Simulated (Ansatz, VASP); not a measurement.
**One calculation of HfC, two programs**

INCAR

```
  ALGO = Normal
  EDIFF = 1E-6
  ENCUT = 600
  GGA = PS
  GGA_COMPAT = False
  ISIF = 2
  ISMEAR = -1
  LASPH = True
  LCHARG = False
  LREAL = False
  LWAVE = False
  NBANDS = 14
  NELM = 120
  PREC = Accurate
  SIGMA = 0.05
```

The input KPOINTS:

```
k-points
0
Gamma
  15 15 15
```

POSCAR

```
HfC
1.0
    0.0000000000      2.3172240222      2.3172240222
    2.3172240222      0.0000000000      2.3172240222
    2.3172240222      2.3172240222      0.0000000000
Hf C
1 1
Direct
    0.5000000000      0.5000000000      0.5000000000
    0.0000000000      0.0000000000      0.0000000000
```

Input for Ansatz:

```yaml
crystal:
  lattice:
    - [0.0, 2.3172240222, 2.3172240222]
    - [2.3172240222, 0.0, 2.3172240222]
    - [2.3172240222, 2.3172240222, 0.0]
  atoms:
    - { symbol: Hf, position: [0.5, 0.5, 0.5] }
    - { symbol: C, position: [0.0, 0.0, 0.0] }
kpoints:
  mp_grid: { grid: [15, 15, 15] }
  band_path:
    path:
      - [0.0, 0.0, 0.0]
      - [0.5, 0.0, 0.5]
      - [0.625, 0.25, 0.625]
      - [0.375, 0.375, 0.75]
      - [0.0, 0.0, 0.0]
      - [0.5, 0.5, 0.5]
      - [0.5, 0.25, 0.75]
      - [0.5, 0.0, 0.5]
    npoints: 5
scf:
  occupations: { method: fermi_dirac, width: 0.05 }
hamiltonian:
  xc: pbesol
  pseudopotentials: { kind: all_electron, lapw: { basis_error: 0.001 } }
output:
  forces: true
  stress: true
  eigenvalues: true
```

Change from the starting cell: volume scaled by 0.99.

Alike in both runs: task single point; functional PBEsol; k mesh 15 × 15 × 15; occupations fermi-dirac, width 0.05 eV; no spin polarisation.

|  | VASP | Ansatz |
| --- | --- | --- |
| version | VASP 6.6.1 | Ansatz 0.2.0 |
| potentials or method | VASP PAW PBE potentials, release 64 (Hf_pv, C), cutoff 600 eV | all-electron LAPW, scalar-relativistic |

```csv
,VASP,Ansatz,Ansatz less VASP
pressure (GPa),-4.8,-4.2,+0.54
```

VASP's potentials were made for PBE, not for PBEsol. Ansatz ran all-electron here, and VASP with PAW potentials.

Neither program's run includes spin-orbit coupling.
